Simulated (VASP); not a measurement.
Wanted: the native input for a VASP 6.6.1 run.

- Task: single point
- Functional: PBEsol
- Potentials or basis: VASP PAW PBE potentials, release 64 (Te)
- Cutoff: 520 eV
- k mesh: 3 × 7 × 5
- Occupations: methfessel-paxton, width 0.1 eV
- Spin: no spin polarisation
- Dipole correction: no
- Further INCAR settings: ALGO = Normal; EDIFF = 1e-06; NBANDS = 20

The structure of Te lies in POSCAR:

```
Te
1.0
    9.2140158900      0.0000000000      0.0000000000
    0.0000000000      3.1522016400      0.0000000000
    0.0000000000      0.0000000000      4.4566412000
Te
4
Direct
    0.5000000000      0.5000000000      0.0000000000
    0.0000000000      0.5000000000      0.0000000000
    0.2500000000      0.5000000000      0.4793769000
    0.7500000000      0.5000000000      0.5206231000
```

These files were run (other wordings do the same):

INCAR

```
PREC = Accurate ; ENCUT = 520
EDIFF = 1E-6 ; ISMEAR = 1
SIGMA = 0.1 ; LREAL = False
LASPH = True ; NELM = 80
ALGO = Normal ; ISIF = 2
LWAVE = False ; LCHARG = False
GGA = PS ; NBANDS = 20
```

KPOINTS

```
regular mesh
0
Gamma
  3 7 5
```

Potentials or basis: VASP PAW PBE potentials, release 64 (Te).

The run is started by

```console
$ cat potpaw_PBE.64/Te/POTCAR > POTCAR
$ mpirun -np 1 vasp_std > vasp.out
```

It gave:

The pressure is -1.7 GPa, the largest force is 0.137 eV/Å and the band gap on the k mesh is zero (band 12 reaches 8.52 eV, above the bottom of band 13 at 4.98 eV).

Caveat: the PAW data sets were made with another functional, which shifts forces and pressure a little; spin-orbit coupling is left out, which moves the levels of the heavy elements.

Run time: 35 s on 1 thread of Intel(R) Xeon(R) Platinum 8488C (Sapphire Rapids) (shared host), peak memory 0.24 GiB.
